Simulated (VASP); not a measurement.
Set up this calculation in VASP 6.6.1, as the native input.

* Task: single point
* Functional: PBE
* Potentials or basis: VASP PAW PBE potentials, release 64 (Ca_sv, Si, Ge_d)
* Cutoff: 520 eV
* k mesh: 6 × 6 × 2
* Occupations: gaussian, width 0.1 eV
* Spin: no spin polarisation
* Dipole correction: no
* Further INCAR settings: ALGO = Normal; EDIFF = 1e-06; NBANDS = 44

The structure of Ca2Si2Ge3 lies in POSCAR:

```
Ca2Si2Ge3
1.0
    4.7444686800      0.0000000000      0.0000000000
   -2.3722343400      4.1088304100      0.0000000000
    0.0000000000      0.0000000000      8.3358917800
Ca Si Ge
2 2 3
Direct
    0.0000000000      0.0000000000      0.5000000000
    0.0000000000      0.0000000000      0.0000000000
    0.0000000000      0.0000000000      0.2502773400
    0.0000000000      0.0000000000      0.7497226600
    0.5000000000      0.0000000000      0.0000000000
    0.0000000000      0.5000000000      0.0000000000
    0.5000000000      0.5000000000      0.0000000000
```

The cell was generated, and may not be a known phase.

One way to write it, as run:

INCAR

```
SYSTEM = Ca2Si2Ge3
PREC = Accurate ; ENCUT = 520
EDIFF = 1E-6 ; ISMEAR = 0
SIGMA = 0.1 ; LREAL = .False.
LASPH = .True. ; NELM = 100
ALGO = Normal ; ISIF = 2
LWAVE = .False. ; LCHARG = .True.
GGA = PE ; LELF = .True.
LVHAR = .True. ; NBANDS = 44
```

KPOINTS

```
Automatic mesh
0
Gamma
  6 6 2
  0 0 0
```

Potentials or basis: VASP PAW PBE potentials, release 64 (Ca_sv, Si, Ge_d).

The run is started by

```sh
$ cat potpaw_PBE.64/Ca_sv/POTCAR potpaw_PBE.64/Si/POTCAR potpaw_PBE.64/Ge_d/POTCAR > POTCAR
$ mpirun -np 1 vasp_std > vasp.out
```

Results of the run:

```json
{"Pressure": "41.0 GPa", "Largest force": "1.818 eV/Å", "Band gap on the k mesh": "zero (bands 35 and 36 overlap by 0.41 eV)"}
```

Caveat: the k points lie up to 0.38 Å⁻¹ apart; forces of over 1 eV/Å act on the atoms, so gaps and moduli don't describe the material at rest.

Wall time 2.6 min on 1 thread of Oxide Virtual Turin-like Processor (shared host), peak memory 0.29 GiB.
